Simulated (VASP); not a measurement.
Wanted: the native input for a VASP 6.6.1 run.

| Item | Value |
| --- | --- |
| Task | single point |
| Functional | PBEsol |
| Potentials or basis | VASP PAW PBE potentials, release 64 (Te, Mo_sv) |
| Cutoff | 520 eV |
| k mesh | 12 × 12 × 2 |
| Occupations | gaussian, width 0.02 eV |
| Spin | no spin polarisation |
| Dipole correction | no |
| Further INCAR settings | ALGO = Normal; EDIFF = 1e-07; NBANDS = 20 |

The structure of Te2Mo lies in POSCAR:

```
Te2Mo
1.0
    3.3863427868      0.0000000000      0.0000000000
   -1.6931713934      2.9326588793      0.0000000000
    0.0000000000      0.0000000000     17.0006311212
Te Mo
2 1
Direct
    0.3333333333      0.6666666667      0.8914531866
    0.3333333333      0.6666666667      0.1085468134
    0.0000000000      0.0000000000      0.0000000000
```

This cell differs from its parent crystal: equal strain along all axes, cell held: -3.0 %, then relaxed in part.

The input as run:

INCAR

```
ALGO = Normal
EDIFF = 1E-7
ENCUT = 520
GGA = PS
ISIF = 2
ISMEAR = 0
LASPH = T
LCHARG = T
LELF = T
LREAL = F
LVHAR = T
LWAVE = F
NBANDS = 20
NELM = 60
PREC = Accurate
SIGMA = 0.02
```

KPOINTS

```
k-points
0
Gamma
  12 12 2
```

Potentials or basis: VASP PAW PBE potentials, release 64 (Te, Mo_sv).

Command:

```console
$ cat potpaw_PBE.64/Te/POTCAR potpaw_PBE.64/Mo_sv/POTCAR > POTCAR
$ mpirun -np 1 vasp_std > vasp.out
```

Results of the run:

| Quantity | Value |
| --- | --- |
| Largest force | 0.033 eV/Å |
| Band gap on the k mesh | 1.09 eV, indirect (least direct gap 1.49 eV) |

Caveat: the cell differs from its parent crystal (equal strain along all axes, cell held: -3.0 %, then relaxed in part); the PAW data sets were made with another functional, which shifts forces and pressure a little; spin-orbit coupling is left out, which moves the levels of the heavy elements.

Run time: 100 s on 1 thread of Intel(R) Xeon(R) Platinum 8481C CPU @ 2.70GHz (Sapphire Rapids) (shared host), peak memory 0.37 GiB.
